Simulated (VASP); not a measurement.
Wanted: the native input for a VASP 6.6.1 run.

- Task: single point
- Functional: HSE06
- Potentials or basis: VASP PAW PBE potentials, release 64 (Ga_d, P)
- Cutoff: 520 eV
- k mesh: 6 × 6 × 6
- Occupations: gaussian, width 0.01 eV
- Spin: no spin polarisation
- Dipole correction: no
- Grid for exact exchange (PRECFOCK): Normal
- Further INCAR settings: ALGO = Normal; EDIFF = 1e-07; NBANDS = 16
- Share of exact exchange: 0.25
- Screening parameter: 0.2079 1/Å

The system is GaP.

```
Ga P
1.0
     0.00000    2.72541    2.72541
     2.72541    0.00000    2.72541
     2.72541    2.72541    0.00000
Ga P
1 1
Direct
  0.00000 0.00000 0.00000
  0.25000 0.25000 0.25000
```

These files were run (other wordings do the same):

POSCAR

```
GaP
1.0
    0.0000000000      2.7254102033      2.7254102033
    2.7254102033      0.0000000000      2.7254102033
    2.7254102033      2.7254102033      0.0000000000
Ga P
1 1
Direct
    0.0000000000      0.0000000000      0.0000000000
    0.2500000000      0.2500000000      0.2500000000
```

INCAR.step1

```
SYSTEM = GaP
PREC = Accurate ; ENCUT = 520
EDIFF = 1E-5 ; ISMEAR = 0
SIGMA = 0.01 ; LREAL = .FALSE.
LASPH = .TRUE. ; NELM = 100
ALGO = Normal ; ISIF = 2
LWAVE = .TRUE. ; LCHARG = .FALSE.
NBANDS = 16 ; GGA = PE
```

INCAR.step2

```
SYSTEM = GaP
PREC = Accurate ; ENCUT = 520
EDIFF = 1E-7 ; ISMEAR = 0
SIGMA = 0.01 ; LREAL = .FALSE.
LASPH = .TRUE. ; NELM = 100
ALGO = Normal ; ISIF = 2
LWAVE = .FALSE. ; LCHARG = .FALSE.
GGA = PE ; LHFCALC = .TRUE.
HFSCREEN = 0.2079 ; PRECFOCK = Normal
NBANDS = 16 ; ISTART = 1
```

KPOINTS

```
regular mesh
0
G
  6 6 6
  0 0 0
```

Potentials or basis: VASP PAW PBE potentials, release 64 (Ga_d, P).

Launch:

```sh
$ cat potpaw_PBE.64/Ga_d/POTCAR potpaw_PBE.64/P/POTCAR > POTCAR
$ cp INCAR.step1 INCAR
$ mpirun -np 1 vasp_std > vasp.out
$ cp INCAR.step2 INCAR
$ mpirun -np 1 vasp_std > vasp.out
```

Results of the run:

The pressure is 0.5 GPa and the band gap on the k mesh is 2.29 eV (least direct gap 2.79 eV).

Caveat: the PAW data sets were made with another functional, which shifts forces and pressure a little.

Wall time 27 min on 1 thread of Intel(R) Xeon(R) Platinum 8559C (Emerald Rapids) (shared host), peak memory 0.29 GiB.
